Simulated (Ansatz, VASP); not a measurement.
**Two plane-wave programs on AlAs**

File INCAR:

```
PREC     = Accurate       # precision mode
ENCUT    = 400            # plane-wave cutoff, eV
EDIFF    = 1E-8           # SCF threshold, eV
ISMEAR   = -1             # smearing method
SIGMA    = 0.05           # smearing width, eV
LREAL    = False          # projectors in reciprocal space
LASPH    = True           # aspherical terms in the spheres
NELM     = 120            # most SCF steps
ALGO     = Normal         # electronic algorithm
ISIF     = 2              # what is computed and relaxed
LWAVE    = False          # write WAVECAR
LCHARG   = False          # write CHGCAR
GGA      = PS             # functional
LEFG     = True         
NBANDS   = 11             # bands
GGA_COMPAT= False
```

File KPOINTS:

```
Automatic mesh
0
Gamma
  11 11 11
```

File POSCAR:

```
AlAs
1.0
    0.0000000000      2.8587040000      2.8304000000
    2.8587040000      0.0000000000      2.8304000000
    2.8587040000      2.8587040000      0.0000000000
Al As
1 1
Direct
    0.0000000000      0.0000000000      0.0000000000
    0.7500000000      0.7500000000      0.7500000000
```

Input for Ansatz:

```yaml
crystal:
  lattice:
    - [0.0, 2.858704, 2.8304]
    - [2.858704, 0.0, 2.8304]
    - [2.858704, 2.858704, 0.0]
  atoms:
    - { symbol: Al, position: [0.0, 0.0, 0.0] }
    - { symbol: As, position: [0.75, 0.75, 0.75] }
kpoints:
  mp_grid: { grid: [11, 11, 11] }
scf:
  occupations: { method: fermi_dirac, width: 0.05 }
hamiltonian:
  xc: pbesol
  pseudopotentials: { kind: paw }
output:
  forces: true
  stress: true
  eigenvalues: true
  efg: { contact_densities: true }
```

Change from the starting cell: equal xx and yy strain of +1 %, PAW files.

Alike in both runs: task electric field gradients; functional PBEsol; k mesh 11 × 11 × 11; occupations fermi-dirac, width 0.05 eV; no spin polarisation.

|  | VASP | Ansatz |
| --- | --- | --- |
| version | VASP 6.6.1 | Ansatz 0.2.0 |
| potentials or method | VASP PAW PBE potentials, release 64 (Al, As) | PAW with Ansatz's default frozen-core files, scalar-relativistic |
| plane-wave cutoff (eV) | 400 | 420 |
| valence electrons in the cell | 8 | 18 |

|  | VASP | Ansatz | Ansatz less VASP |
| --- | --- | --- | --- |
| pressure (GPa) | -0.6 | -0.9 | -0.24 |
| traceless stress, the component that is largest in VASP (GPa) | 0.35 | 0.35 | +0.002 |
| size of Vzz on the site where it differs most (V/Å²) | 2.4 | 2.6 | +0.16 |

VASP's potentials were made for PBE, not for PBEsol. VASP's potentials hold 8 valence electrons a cell and Ansatz's 18, so a difference there can come from the potentials and not from the codes.
